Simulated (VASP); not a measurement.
# Si in VASP: notebook

Runs on Si. Level: PBE. Tasks: electric field gradients.

All numbers are computed with VASP 6.6.1; they aren't measurements. Logs are shortened: lines on timing, memory, paths and dates and some standing lists are left out, and cuts for length are marked.

## Step 1: The cell of the first run

Symmetry: Imma, No. 74, orthorhombic system. The conventional cell has a = 4.487 Å, b = 4.721 Å, c = 2.541 Å, α = 90.00°, β = 90.00°, γ = 90.00°. Within 3.1 Å of Si (site symmetry mm2) lie 8 Si at 2.38 to 2.73 Å.

## Step 2: Electric field gradients, PBE (13.46 Å³/atom)

The input, INCAR:

```
SYSTEM = Si
PREC     = Accurate       ! precision mode
ENCUT    = 520            ! plane-wave cutoff, eV
EDIFF    = 1E-8           ! SCF threshold, eV
ISMEAR   = -1             ! smearing method
SIGMA    = 0.05           ! smearing width, eV
LREAL    = .False.        ! projectors in reciprocal space
LASPH    = .True.         ! aspherical terms in the spheres
NELM     = 80             ! most SCF steps
ALGO     = Normal         ! electronic algorithm
ISIF     = 2              ! what is computed and relaxed
LWAVE    = .False.        ! write WAVECAR
LCHARG   = .False.        ! write CHGCAR
GGA      = PE             ! functional
LEFG     = .True.       
NBANDS   = 11             ! bands
```

The input, KPOINTS:

```
regular mesh
0
Gamma
  16 16 16
  0 0 0
```

The input, POSCAR:

```
Si
1.0
   -2.2434715157      2.3605785361      1.2707357541
    2.2434715157     -2.3605785361      1.2707357541
    2.2434715157      2.3605785361     -1.2707357541
Si
2
Direct
    0.8070000000      0.5570000000      0.2500000000
    0.1930000000      0.4430000000      0.7500000000
```

Potentials or basis: VASP PAW PBE potentials, release 64 (Si).

The run is started by

```console
> cat potpaw_PBE.64/Si/POTCAR > POTCAR
> mpirun -np 1 vasp_std > vasp.out
```

OUTCAR:

```text
SYSTEM = Si
   PREC = Accurate
   ENCUT = 520
   EDIFF = 1E-8
   ISMEAR = -1
   LREAL = .False.
   LASPH = .True.
   NELM = 80
   ISIF = 2
   GGA = PE

 ion  position               nearest neighbor table
   1  0.807  0.557  0.250-   2 2.38   2 2.38   2 2.45   2 2.45   2 2.73   2 2.73
   2  0.193  0.443  0.750-   1 2.38   1 2.38   1 2.45   1 2.45   1 2.73   1 2.73

  LATTYP: Found a body centered orthorhombic cell.
 ALAT       =     2.5414715082
 B/A-ratio  =     1.7654901961
 C/A-ratio  =     1.8576470588

  Lattice vectors:

 A1 = (   2.2434715157,  -2.3605785361,   1.2707357541)
 A2 = (  -2.2434715157,  -2.3605785361,  -1.2707357541)
 A3 = (   2.2434715157,   2.3605785361,  -1.2707357541)

Analysis of symmetry for initial positions (statically):
=====================================================================
 Subroutine PRICEL returns:
 Original cell was already a primitive cell.

 Routine SETGRP: Setting up the symmetry group for a
 body centered orthorhombic supercell.

 Subroutine GETGRP returns: Found  8 space group operations
 (whereof  4 operations were pure point group operations)
 out of a pool of  8 trial point group operations.

The static configuration has the point symmetry C_2h.
 The point group associated with its full space group is D_2h.

Analysis of symmetry for dynamics (positions and initial velocities):
=====================================================================
 Subroutine PRICEL returns:
 Original cell was already a primitive cell.

 Routine SETGRP: Setting up the symmetry group for a
 body centered orthorhombic supercell.

 Subroutine GETGRP returns: Found  8 space group operations
 (whereof  4 operations were pure point group operations)
 out of a pool of  8 trial point group operations.

The dynamic configuration has the point symmetry C_2h.
 The point group associated with its full space group is D_2h.

 Subroutine INISYM returns: Found  8 space group operations
 (whereof  4 operations are pure point group operations),
 and found     1 'primitive' translations

----------------------------------------------------------------------------------------

                                     Primitive cell

  volume of cell :      26.9187

  direct lattice vectors                    reciprocal lattice vectors
    -2.243471516  2.360578536  1.270735754     0.000000000  0.211812483  0.393472835
     2.243471516 -2.360578536  1.270735754     0.222868887  0.000000000  0.393472835
     2.243471516  2.360578536 -1.270735754     0.222868887  0.211812483  0.000000000

  length of vectors
     3.495749537  3.495749537  3.495749537     0.446861723  0.452207268  0.307465557

  position of ions in fractional coordinates (direct lattice)
     0.807000000  0.557000000  0.250000000
     0.193000000  0.443000000  0.750000000

  ion indices of the primitive-cell ions
   primitive index   ion index
                 1           1
                 2           2

----------------------------------------------------------------------------------------

 KPOINTS: regular mesh

Automatic generation of k-mesh.
 Grid dimensions read from file:
 generate k-points for:   16   16   16

 Generating k-lattice:

  Cartesian coordinates                     Fractional coordinates (reciprocal lattice)
     0.000000000  0.013238280  0.024592052     0.062500000  0.000000000 -0.000000000
     0.013929305  0.000000000  0.024592052     0.000000000  0.062500000 -0.000000000
     0.013929305  0.013238280  0.000000000     0.000000000  0.000000000  0.062500000

  Length of vectors
     0.027928858  0.028262954  0.019216597

  Shift w.r.t. Gamma in fractional coordinates (k-lattice)
     0.000000000  0.000000000  0.000000000

 Subroutine IBZKPT returns following result:
 ===========================================

 Found    621 irreducible k-points:

 Following reciprocal coordinates:
            Coordinates               Weight
  0.000000  0.000000  0.000000      1.000000
  0.062500 -0.000000  0.000000      4.000000
  0.125000 -0.000000  0.000000      4.000000
  0.187500 -0.000000  0.000000      4.000000
  0.250000 -0.000000  0.000000      4.000000
  0.312500  0.000000  0.000000      4.000000
[... 16 lines left out ...]
 -0.187500  0.062500 -0.000000      8.000000
 -0.125000  0.062500 -0.000000      8.000000
 [... further k-points ...]
   k-points           NKPTS =    621   k-points in BZ     NKDIM =    621   number of bands    NBANDS=     11
   number of dos      NEDOS =    301   number of ions     NIONS =      2
   total plane-waves  NPLWV =  21952
   dimension x,y,z NGX =    28 NGY =   28 NGZ =   28
   dimension x,y,z NGXF=    56 NGYF=   56 NGZF=   56
   ions per type =               2
   NGX,Y,Z   is equivalent  to a cutoff of  13.32, 13.32, 13.32 a.u.
   NGXF,Y,Z  is equivalent  to a cutoff of  26.63, 26.63, 26.63 a.u.
 SYSTEM =  Si
   PREC   = accura    normal or accurate (medium, high low for compatibility)
   ISTART =      0    job   : 0-new  1-cont  2-samecut
   ICHARG =      2    charge: 1-file 2-atom 10-const
   ISPIN  =      1    spin polarized calculation?
   LNONCOLLINEAR =      F non collinear calculations
   LSORBIT =      F    spin-orbit coupling
   LASPH  =      T    aspherical Exc in radial PAW
   ENCUT  =  520.0 eV  38.22 Ry    6.18 a.u.   6.50  6.50  6.50*2*pi/ulx,y,z
   NELM   =     80;   NELMIN=  2; NELMDL= -5     # of ELM steps
   EDIFF  = 0.1E-07   stopping-criterion for ELM
   LREAL  =      F    real-space projection
   EDIFFG = 0.1E-06   stopping-criterion for IOM
   NSW    =      0    number of steps for IOM
   IBRION =     -1    ionic relax: 0-MD 1-quasi-New 2-CG
   NFREE  =      0    steps in history (QN), initial steepest desc. (CG)
   ISIF   =      2    stress and relaxation
   ISYM   =      2    0-nonsym 1-usesym 2-fastsym
   POTIM  = 0.5000    time-step for ionic-motion
   TEBEG  =    0.0;   TEEND  =   0.0 temperature during run
   PSTRESS=    0.0 pullay stress
   NELECT =       8.0000    total number of electrons
   NUPDOWN=      -1.0000    fix difference up-down
   EMIN   =  10.00;   EMAX   =-10.00  energy-range for DOS
   EFERMI =   0.00;   METHOD = LEGACY
   ISMEAR =    -1;   SIGMA  =   0.05  broadening in eV -4-tet -1-fermi 0-gaus
   EFERMI_NEDOS =   21; number of points for ismear=-14 and -15
   IALGO  =     38    algorithm
   IMIX   =      4    mixing-type and parameters
     AMIX     =   0.40;   BMIX     =  1.00
     AMIX_MAG =   1.60;   BMIX_MAG =  1.00
  volume/ion in A,a.u.               =      13.46        90.83
  Fermi-wavevector in a.u.,A,eV,Ry     =   1.092497  2.064519 16.239216  1.193549
  Thomas-Fermi vector in A             =   2.228763
   LORBIT       =      0    0 simple, 1 ext, 2 COOP (PROOUT), +10 PAW based schemes
   GGA     = PE    functional components
   LHFCALC =     F    Hartree Fock is set to
   AEXX    =    0.0000 exact exchange contribution
   IVDW    =     0    specifies the selected vdW correction
   LEPSILON=     F    determine dielectric tensor
   LRPA    =     F    only Hartree local field effects (RPA)
 non-spin polarized calculation
  energy-cutoff  :      520.00
  volume of cell :       26.92
 maximum number of plane-waves:       753
 NGX is ok and might be reduce to    28
   NGX = 13   NGY = 13   NGZ = 13

 number of electron       8.0000000 magnetization

 Free energy of the ion-electron system (eV)
  ---------------------------------------------------
  ext. energy  EPLUGINS =         0.00000000
  ---------------------------------------------------
  free energy    TOTEN  =       -10.07952757 eV

  energy without entropy =      -10.07346874  energy(sigma->0) =      -10.07649815

 E-fermi :  10.8272     XC(G=0): -11.4178

 val. band max:       10.8259105531   @ k =   0.5000  -0.3125   0.1875
 cond. band min:      10.8334046739   @ k =  -0.1250  -0.1875   0.0625
 fundamental gap:      0.0074941208
 Fermi energy:        10.8272100467

 k-point     1 :       0.0000    0.0000    0.0000
  band No.  band energies     occupation
      1      -4.0751      2.00000
      2       7.8312      2.00000
      3       8.3256      2.00000
      4       9.2095      2.00000
      5      11.8695      0.00000
      6      18.6090      0.00000
      7      20.0593      0.00000
      8      20.9369      0.00000
      9      21.5664      0.00000
     10      21.7181      0.00000
     11      22.9315      0.00000
[... 309 lines left out ...]
 k-point    24 :      -0.1250    0.0625   -0.0000
  band No.  band energies     occupation
      1      -3.8588      2.00000
      2       6.7113      2.00000
      3       8.0596      2.00000
      4      10.3455      1.99987
      5      12.8526      0.00000
      6      16.8025      0.00000
      7      19.1206      0.00000
      8      20.3589      0.00000
      9      20.9234      0.00000
     10      21.9187      0.00000
     11      23.3802      0.00000

 [... further k-points ...]
[... 5 lines left out ...]
  --------------------------------------------------------------------------------------
  -------------------------------------------------------------------------------------
  Total        2.7621255      3.2464556      2.7841446      0.0000000     -0.0000000      0.0000000
  in kB      164.3992149    193.2261011    165.7097717      0.0000000     -0.0000000      0.0000000
  external PRESSURE =     174.4450292 kB  Pullay stress =       0.0000000 kB

 VOLUME and BASIS-vectors are now :
 -----------------------------------------------------------------------------
  energy-cutoff  :      520.00
  volume of cell :       26.92
      direct lattice vectors                 reciprocal lattice vectors
    -2.243471516  2.360578536  1.270735754     0.000000000  0.211812483  0.393472835
     2.243471516 -2.360578536  1.270735754     0.222868887  0.000000000  0.393472835
     2.243471516  2.360578536 -1.270735754     0.222868887  0.211812483  0.000000000

 POSITION                                       TOTAL-FORCE (eV/Angst)
 -----------------------------------------------------------------------------------
      0.00000      1.18029      1.41560        -0.000000      0.000000     -0.010236
      2.24347      1.18029     -0.14486         0.000000     -0.000000      0.010236
 -----------------------------------------------------------------------------------
    total drift:                                0.000000     -0.000000     -0.000000

  FREE ENERGIE OF THE ION-ELECTRON SYSTEM (eV)
  ---------------------------------------------------
  free  energy   TOTEN  =       -10.0795275651 eV

  energy  without entropy=      -10.0734687413  energy(sigma->0) =      -10.07649815

 Electric field gradients (V/A^2)
---------------------------------------------------------------------
 ion       V_xx      V_yy      V_zz      V_xy      V_xz      V_yz
---------------------------------------------------------------------
   1      10.031   -26.514    16.484    -0.000    -0.000    -0.000
   2      10.031   -26.514    16.484    -0.000    -0.000    -0.000
---------------------------------------------------------------------

 Electric field gradients after diagonalization (V/A^2)
 (convention: |V_zz| > |V_xx| > |V_yy|)
----------------------------------------------------------------------
 ion       V_xx      V_yy      V_zz     asymmetry (V_yy - V_xx)/ V_zz
----------------------------------------------------------------------
   1      16.484    10.031   -26.514       0.243
   2      16.484    10.031   -26.514       0.243
----------------------------------------------------------------------

           NMR quadrupolar parameters

 Cq : quadrupolar parameter    Cq=e*Q*V_zz/h
 eta: asymmetry parameters     (V_yy - V_xx)/ V_zz
 Q  : nuclear electric quadrupole moment in mb (millibarn)
----------------------------------------------------------------------
 ion       Cq(MHz)       eta       Q (mb)
----------------------------------------------------------------------
   1      -0.064       0.243       1.000
   2      -0.064       0.243       1.000
----------------------------------------------------------------------
```

It took 1.7 min on 1 thread of Intel Xeon Platinum 8488C (Sapphire Rapids), shared host; peak memory 0.27 GiB.

What came out:

```yaml
Free_energy: -10.0795 eV
Pressure: 17.4 GPa
Largest_force: 0.010 eV/Å
Band_gap_on_the_k_mesh: zero (bands 4 and 5 overlap by 7.50 eV)
Largest_electric_field_gradient_by_atom: Si -26.5 V/Å²
```

Forces in eV/Å, atoms in the order of the input:
```
Si   0.000  0.000 -0.010
Si   0.000  0.000  0.010
```

Stress tensor (GPa, compression positive):
```
16.44  0.00  0.00
 0.00 19.32  0.00
 0.00  0.00 16.57
```

Levels at points of the mesh, in eV from the Fermi level:
```csv
k point,band 2,band 3,band 4,band 5,band 6,band 7
"(0.00, 0.00, 0.00)",-3.00,-2.50,-1.62,1.04,7.78,9.23
"(0.50, 0.00, 0.00)",-7.68,-1.80,-1.38,-1.29,0.02,4.93
"(0.00, 0.50, 0.00)",-7.38,-2.84,-2.22,-1.38,1.03,5.26
"(0.50, 0.50, 0.00)",-11.53,0.14,0.14,2.97,2.97,8.79
"(0.50, 0.50, 0.50)",-8.21,-7.76,-7.47,5.82,6.54,14.41
```

Electric field gradients, principal values (V/Å²):
```csv
atom,least,middle,greatest (by size)
1 Si,10.031,16.484,-26.514
2 Si,10.031,16.484,-26.514
```

Caveat: the cell stands under pressure; without QUAD_EFG the Cq values of the log hold for a quadrupole moment of 1 mb, not for the nuclei.

[end of part 1 of 4]
